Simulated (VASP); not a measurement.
Write the native input for VASP 6.6.1 that does the following.

- Task: single point
- Functional: BLYP
- Potentials or basis: VASP PAW PBE potentials, release 64 (Ca_sv, S)
- Cutoff: 500 eV
- k mesh: 8 × 8 × 8
- Occupations: gaussian, width 0.05 eV
- Spin: no spin polarisation
- Dipole correction: no
- Further INCAR settings: ALGO = Normal; EDIFF = 1e-06; NBANDS = 15

The structure of CaS lies in POSCAR:

```
CaS
1.0
    0.0000000000      2.8430011916      2.8430011916
    2.8430011916      0.0000000000      2.8430011916
    2.8430011916      2.8430011916      0.0000000000
Ca S
1 1
Direct
    0.5000000000      0.5000000000      0.5000000000
    0.0000000000      0.0000000000      0.0000000000
```

These files were run (other wordings do the same):

INCAR

```
SYSTEM = CaS
PREC     = Accurate       ! precision mode
ENCUT    = 500            ! plane-wave cutoff, eV
EDIFF    = 1E-6           ! SCF threshold, eV
ISMEAR   = 0              ! smearing method
SIGMA    = 0.05           ! smearing width, eV
LREAL    = .False.        ! projectors in reciprocal space
LASPH    = .True.         ! aspherical terms in the spheres
NELM     = 120            ! most SCF steps
ALGO     = Normal         ! electronic algorithm
ISIF     = 2              ! what is computed and relaxed
LWAVE    = .False.        ! write WAVECAR
LCHARG   = .False.        ! write CHGCAR
GGA      = B5             ! functional
ALDAX    = 1.0          
AGGAX    = 1.0          
AGGAC    = 1.0          
ALDAC    = 0.0          
NBANDS   = 15             ! bands
GGA_COMPAT= .False.
```

KPOINTS

```
Automatic mesh
0
Gamma
  8 8 8
  0 0 0
```

Potentials or basis: VASP PAW PBE potentials, release 64 (Ca_sv, S).

Run with:

```sh
$ cat potpaw_PBE.64/Ca_sv/POTCAR potpaw_PBE.64/S/POTCAR > POTCAR
$ mpirun -np 1 vasp_std > vasp.out
```

Results of the run:

| Quantity | Value |
| --- | --- |
| Pressure | 3.2 GPa |
| Band gap on the k mesh | 2.44 eV, indirect (least direct gap 3.23 eV) |

Caveat: the PAW data sets were made with another functional, which shifts forces and pressure a little.

It took 60 s on 1 thread of AMD EPYC 7R13, with other jobs on the host, peak memory 0.14 GiB.
